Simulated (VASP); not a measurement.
# RbBr (Fm-3m) in VASP: notebook

Runs on RbBr. Level: PBEsol. Tasks: single point.

Everything below comes from runs of VASP 6.6.1. Logs are shortened: lines on timing, memory, paths and dates and some standing lists are left out, and cuts for length are marked.

## Step 1: The cell of the first run

It takes space group Fm-3m (No. 225, cubic). Conventional cell: a = 5.716 Å, b = 5.716 Å, c = 5.716 Å, α = 90.00°, β = 90.00°, γ = 90.00°. Within 3.8 Å of Rb (site symmetry m-3m) lie 6 Br at 2.86 Å. Within 3.8 Å of Br (site symmetry m-3m) lie 6 Rb at 2.86 Å.

## Step 2: Single point, PBEsol

Contents of INCAR:

```
  ALGO = Normal
  EDIFF = 1E-6
  ENCUT = 520
  GGA = PS
  ISIF = 2
  ISMEAR = -1
  LASPH = T
  LCHARG = F
  LREAL = F
  LWAVE = F
  NBANDS = 15
  NELM = 60
  PREC = Accurate
  SIGMA = 0.05
```

Contents of KPOINTS:

```
k-points
0
Gamma
  7 7 7
```

Contents of POSCAR:

```
RbBr
1.0
    0.0000000000      2.8578574447      2.8578574447
    2.8578574447      0.0000000000      2.8578574447
    2.8578574447      2.8578574447      0.0000000000
Rb Br
1 1
Direct
    0.0000000000      0.0000000000      0.0000000000
    0.5000000000      0.5000000000      0.5000000000
```

Potentials or basis: VASP PAW PBE potentials, release 64 (Rb_sv, Br).

Launch:

```bash
cat potpaw_PBE.64/Rb_sv/POTCAR potpaw_PBE.64/Br/POTCAR > POTCAR
mpirun -np 1 vasp_std > vasp.out
```

OUTCAR:

```text
EDIFF = 1E-6
   ENCUT = 520
   GGA = PS
   ISIF = 2
   ISMEAR = -1
   LASPH = T
   LREAL = F
   NELM = 60
   PREC = Accurate

 ion  position               nearest neighbor table
   1  0.000  0.000  0.000-   2 2.86   2 2.86   2 2.86   2 2.86   2 2.86   2 2.86
   2  0.500  0.500  0.500-   1 2.86   1 2.86   1 2.86   1 2.86   1 2.86   1 2.86

  LATTYP: Found a face centered cubic cell.
 ALAT       =     5.7157148894

  Lattice vectors:

 A1 = (   0.0000000000,   2.8578574447,   2.8578574447)
 A2 = (   2.8578574447,   0.0000000000,   2.8578574447)
 A3 = (   2.8578574447,   2.8578574447,   0.0000000000)

Analysis of symmetry for initial positions (statically):
=====================================================================
 Subroutine PRICEL returns:
 Original cell was already a primitive cell.

 Routine SETGRP: Setting up the symmetry group for a
 face centered cubic supercell.

 Subroutine GETGRP returns: Found 48 space group operations
 (whereof 48 operations were pure point group operations)
 out of a pool of 48 trial point group operations.

The static configuration has the point symmetry O_h .

Analysis of symmetry for dynamics (positions and initial velocities):
=====================================================================
 Subroutine PRICEL returns:
 Original cell was already a primitive cell.

 Routine SETGRP: Setting up the symmetry group for a
 face centered cubic supercell.

 Subroutine GETGRP returns: Found 48 space group operations
 (whereof 48 operations were pure point group operations)
 out of a pool of 48 trial point group operations.

The dynamic configuration has the point symmetry O_h .

 Subroutine INISYM returns: Found 48 space group operations
 (whereof 48 operations are pure point group operations),
 and found     1 'primitive' translations

----------------------------------------------------------------------------------------

                                     Primitive cell

  volume of cell :      46.6822

  direct lattice vectors                    reciprocal lattice vectors
     0.000000000  2.857857445  2.857857445    -0.174956242  0.174956242  0.174956242
     2.857857445  0.000000000  2.857857445     0.174956242 -0.174956242  0.174956242
     2.857857445  2.857857445  0.000000000     0.174956242  0.174956242 -0.174956242

  length of vectors
     4.041620758  4.041620758  4.041620758     0.303033101  0.303033101  0.303033101

  position of ions in fractional coordinates (direct lattice)
     0.000000000  0.000000000  0.000000000
     0.500000000  0.500000000  0.500000000

  ion indices of the primitive-cell ions
   primitive index   ion index
                 1           1
                 2           2

----------------------------------------------------------------------------------------

 KPOINTS: k-points

Automatic generation of k-mesh.
 Grid dimensions read from file:
 generate k-points for:    7    7    7

 Generating k-lattice:

  Cartesian coordinates                     Fractional coordinates (reciprocal lattice)
    -0.024993749  0.024993749  0.024993749     0.142857143  0.000000000  0.000000000
     0.024993749 -0.024993749  0.024993749     0.000000000  0.142857143  0.000000000
     0.024993749  0.024993749 -0.024993749     0.000000000  0.000000000  0.142857143

  Length of vectors
     0.043290443  0.043290443  0.043290443

  Shift w.r.t. Gamma in fractional coordinates (k-lattice)
     0.000000000  0.000000000  0.000000000

 Subroutine IBZKPT returns following result:
 ===========================================

 Found     20 irreducible k-points:

 Following reciprocal coordinates:
            Coordinates               Weight
  0.000000  0.000000  0.000000      1.000000
  0.142857  0.000000  0.000000      8.000000
  0.285714  0.000000  0.000000      8.000000
  0.428571  0.000000  0.000000      8.000000
  0.142857  0.142857  0.000000      6.000000
  0.285714  0.142857  0.000000     24.000000
[... 12 lines left out ...]
 -0.428571  0.428571  0.142857     24.000000
 -0.285714  0.428571  0.142857     24.000000
   k-points           NKPTS =     20   k-points in BZ     NKDIM =     20   number of bands    NBANDS=     15
   number of dos      NEDOS =    301   number of ions     NIONS =      2
   total plane-waves  NPLWV =  27000
   dimension x,y,z NGX =    30 NGY =   30 NGZ =   30
   dimension x,y,z NGXF=    60 NGYF=   60 NGZF=   60
   ions per type =               1   1
   NGX,Y,Z   is equivalent  to a cutoff of  12.34, 12.34, 12.34 a.u.
   NGXF,Y,Z  is equivalent  to a cutoff of  24.68, 24.68, 24.68 a.u.
 SYSTEM =  unknown system
   PREC   = accura    normal or accurate (medium, high low for compatibility)
   ISTART =      0    job   : 0-new  1-cont  2-samecut
   ICHARG =      2    charge: 1-file 2-atom 10-const
   ISPIN  =      1    spin polarized calculation?
   LNONCOLLINEAR =      F non collinear calculations
   LSORBIT =      F    spin-orbit coupling
   LASPH  =      T    aspherical Exc in radial PAW
   ENCUT  =  520.0 eV  38.22 Ry    6.18 a.u.   7.51  7.51  7.51*2*pi/ulx,y,z
   NELM   =     60;   NELMIN=  2; NELMDL= -5     # of ELM steps
   EDIFF  = 0.1E-05   stopping-criterion for ELM
   LREAL  =      F    real-space projection
   EDIFFG = 0.1E-04   stopping-criterion for IOM
   NSW    =      0    number of steps for IOM
   IBRION =     -1    ionic relax: 0-MD 1-quasi-New 2-CG
   NFREE  =      0    steps in history (QN), initial steepest desc. (CG)
   ISIF   =      2    stress and relaxation
   ISYM   =      2    0-nonsym 1-usesym 2-fastsym
   POTIM  = 0.5000    time-step for ionic-motion
   TEBEG  =    0.0;   TEEND  =   0.0 temperature during run
   PSTRESS=    0.0 pullay stress
   NELECT =      16.0000    total number of electrons
   NUPDOWN=      -1.0000    fix difference up-down
   EMIN   =  10.00;   EMAX   =-10.00  energy-range for DOS
   EFERMI =   0.00;   METHOD = LEGACY
   ISMEAR =    -1;   SIGMA  =   0.05  broadening in eV -4-tet -1-fermi 0-gaus
   EFERMI_NEDOS =   21; number of points for ismear=-14 and -15
   IALGO  =     38    algorithm
   IMIX   =      4    mixing-type and parameters
     AMIX     =   0.40;   BMIX     =  1.00
     AMIX_MAG =   1.60;   BMIX_MAG =  1.00
  volume/ion in A,a.u.               =      23.34       157.51
  Fermi-wavevector in a.u.,A,eV,Ry     =   1.145682  2.165026 17.858848  1.312588
  Thomas-Fermi vector in A             =   2.282370
   LORBIT       =      0    0 simple, 1 ext, 2 COOP (PROOUT), +10 PAW based schemes
   GGA     = PS    functional components
   LHFCALC =     F    Hartree Fock is set to
   AEXX    =    0.0000 exact exchange contribution
   IVDW    =     0    specifies the selected vdW correction
   LEPSILON=     F    determine dielectric tensor
   LRPA    =     F    only Hartree local field effects (RPA)
 non-spin polarized calculation
  energy-cutoff  :      520.00
  volume of cell :       46.68
 maximum number of plane-waves:      1275
 NGX is ok and might be reduce to    30
   NGX = 15   NGY = 15   NGZ = 15

 number of electron      15.9999999 magnetization

 Free energy of the ion-electron system (eV)
  ---------------------------------------------------
  ext. energy  EPLUGINS =         0.00000000
  ---------------------------------------------------
  free energy    TOTEN  =        -4.49873868 eV

  energy without entropy =       -4.49873868  energy(sigma->0) =       -4.49873868

 E-fermi :   2.4438     XC(G=0):  -9.8696

 val. band max:        1.3904010004   @ k =   0.4286   0.4286   0.0000
 cond. band min:       5.3721305001   @ k =   0.4286   0.4286   0.0000
 fundamental gap:      3.9817294997
 Fermi energy:         2.4438123826

 k-point     1 :       0.0000    0.0000    0.0000
  band No.  band energies     occupation
      1     -22.6048      2.00000
      2     -11.7478      2.00000
      3      -6.6760      2.00000
      4      -6.6760      2.00000
      5      -6.6760      2.00000
      6       1.3487      2.00000
      7       1.3487      2.00000
      8       1.3487      2.00000
      9       7.3655      0.00000
     10       7.8971      0.00000
     11       7.8971      0.00000
     12       7.8971      0.00000
     13       9.3561      0.00000
     14       9.3561      0.00000
     15      12.7069      0.00000

 k-point     2 :       0.1429    0.0000    0.0000
  band No.  band energies     occupation
      1     -22.5748      2.00000
      2     -11.8761      2.00000
      3      -6.6744      2.00000
      4      -6.6744      2.00000
      5      -6.5501      2.00000
      6       0.7465      2.00000
      7       1.0360      2.00000
      8       1.0360      2.00000
      9       7.7519      0.00000
     10       8.3126      0.00000
     11       8.3126      0.00000
     12       8.3323      0.00000
     13      10.1024      0.00000
     14      10.1024      0.00000
     15      13.9288      0.00000

 k-point     3 :       0.2857    0.0000    0.0000
  band No.  band energies     occupation
      1     -22.5062      2.00000
      2     -12.1503      2.00000
      3      -6.6687      2.00000
      4      -6.6687      2.00000
      5      -6.2707      2.00000
      6      -0.3113      2.00000
      7       0.4403      2.00000
      8       0.4403      2.00000
      9       8.0135      0.00000
     10       9.4953      0.00000
     11       9.4953      0.00000
     12      10.0910      0.00000
     13      11.9708      0.00000
     14      11.9708      0.00000
     15      16.4276      0.00000

 k-point     4 :       0.4286    0.0000    0.0000
  band No.  band energies     occupation
      1     -22.4498      2.00000
      2     -12.3588      2.00000
      3      -6.6621      2.00000
      4      -6.6621      2.00000
      5      -6.0417      2.00000
      6      -1.0183      2.00000
      7       0.0332      2.00000
      8       0.0332      2.00000
      9       8.8527      0.00000
     10      10.6314      0.00000
     11      11.2949      0.00000
     12      11.2949      0.00000
     13      13.4430      0.00000
     14      13.4430      0.00000
     15      15.4586      0.00000
[... 235 lines left out ...]
 k-point    18 :      -0.4286    0.2857    0.1429
  band No.  band energies     occupation
      1     -22.4222      2.00000
      2     -12.1385      2.00000
      3      -7.2704      2.00000
      4      -7.0752      2.00000
      5      -6.3700      2.00000
      6      -0.3365      2.00000
      7       0.4498      2.00000
      8       0.9291      2.00000
      9       7.9240      0.00000
     10       9.5420      0.00000
     11      11.5887      0.00000
     12      12.1458      0.00000
     13      13.2142      0.00000
     14      14.4927      0.00000
     15      14.9428      0.00000

 k-point    19 :      -0.4286    0.4286    0.1429
  band No.  band energies     occupation
      1     -22.4094      2.00000
      2     -11.9266      2.00000
      3      -7.6477      2.00000
      4      -7.3173      2.00000
      5      -6.6869      2.00000
      6       0.3917      2.00000
      7       1.0130      2.00000
      8       1.2616      2.00000
      9       6.4292      0.00000
     10      10.5187      0.00000
     11      11.1921      0.00000
     12      12.9323      0.00000
     13      13.0031      0.00000
     14      13.7661      0.00000
     15      15.3453      0.00000

 k-point    20 :      -0.2857    0.4286    0.1429
  band No.  band energies     occupation
      1     -22.4035      2.00000
      2     -11.9965      2.00000
      3      -7.6449      2.00000
      4      -7.3509      2.00000
      5      -6.4268      2.00000
      6      -0.1031      2.00000
      7       0.9728      2.00000
      8       1.1959      2.00000
      9       7.7050      0.00000
     10       8.9935      0.00000
     11      11.7449      0.00000
     12      12.2612      0.00000
     13      13.3288      0.00000
     14      14.8681      0.00000
     15      15.8339      0.00000

------------------------ aborting loop because EDIFF is reached ----------------------------------------

  FORCE on cell =-STRESS in cart. coord.  units (eV):
  Direction    XX          YY          ZZ          XY          YZ          ZX
  --------------------------------------------------------------------------------------
  -------------------------------------------------------------------------------------
  Total        8.8706277      8.8706277      8.8706277      0.0000000      0.0000000      0.0000000
  in kB      304.4480911    304.4480911    304.4480911      0.0000000      0.0000000      0.0000000
  external PRESSURE =     304.4480911 kB  Pullay stress =       0.0000000 kB

 VOLUME and BASIS-vectors are now :
 -----------------------------------------------------------------------------
  energy-cutoff  :      520.00
  volume of cell :       46.68
      direct lattice vectors                 reciprocal lattice vectors
     0.000000000  2.857857445  2.857857445    -0.174956242  0.174956242  0.174956242
     2.857857445  0.000000000  2.857857445     0.174956242 -0.174956242  0.174956242
     2.857857445  2.857857445  0.000000000     0.174956242  0.174956242 -0.174956242

 POSITION                                       TOTAL-FORCE (eV/Angst)
 -----------------------------------------------------------------------------------
      0.00000      0.00000      0.00000         0.000000      0.000000     -0.000000
      2.85786      2.85786      2.85786         0.000000      0.000000      0.000000
 -----------------------------------------------------------------------------------
    total drift:                               -0.000000      0.000000      0.000000

  FREE ENERGIE OF THE ION-ELECTRON SYSTEM (eV)
  ---------------------------------------------------
  free  energy   TOTEN  =        -4.4987386784 eV

  energy  without entropy=       -4.4987386783  energy(sigma->0) =       -4.49873868
```

Wall time 11 s (1 thread of Intel Xeon Platinum 8488C (Sapphire Rapids), shared host); peak memory 0.17 GiB.

Results:

* Free energy: -4.4987 eV
* Pressure: 30.4 GPa
* Band gap on the k mesh: 3.98 eV, direct

Caveat: the PAW data sets were made with another functional, which shifts forces and pressure a little. A k mesh can miss the band edges.

(Part 1 of 2 ends here.)
